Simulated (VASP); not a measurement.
Ga3Se:

```
Se Ga
1.0
     4.51940    0.00000    0.00000
     0.00000    4.51940    0.00000
     0.00000    0.00000    4.51940
Se Ga
1 3
Direct
  0.00000 0.00000 0.00000
  0.50000 0.50000 0.00000
  0.50000 0.00000 0.50000
  0.00000 0.50000 0.50000
```

Base run:

| Quantity | Value |
| --- | --- |
| Program | VASP 6.6.1 |
| Functional | PBEsol |
| Potentials or basis | VASP PAW PBE potentials, release 64 (Se, Ga_d) |
| Cutoff | 520 eV |
| k mesh | 6 × 6 × 6 |
| Occupations | fermi-dirac, width 0.05 eV |
| Spin | no spin polarisation |

Its results: pressure -5.2 GPa.

Problem. The run is repeated on the same cell with these changes: functional from PBEsol to LDA; potentials or basis from VASP PAW PBE potentials, release 64 (Se, Ga_d) to VASP PAW LDA potentials, release 64 (Se, Ga_d). What comes out?

Solution. Pressure -6.4 GPa.

Caveats: the PAW data sets were made with another functional, which shifts forces and pressure a little (some runs).
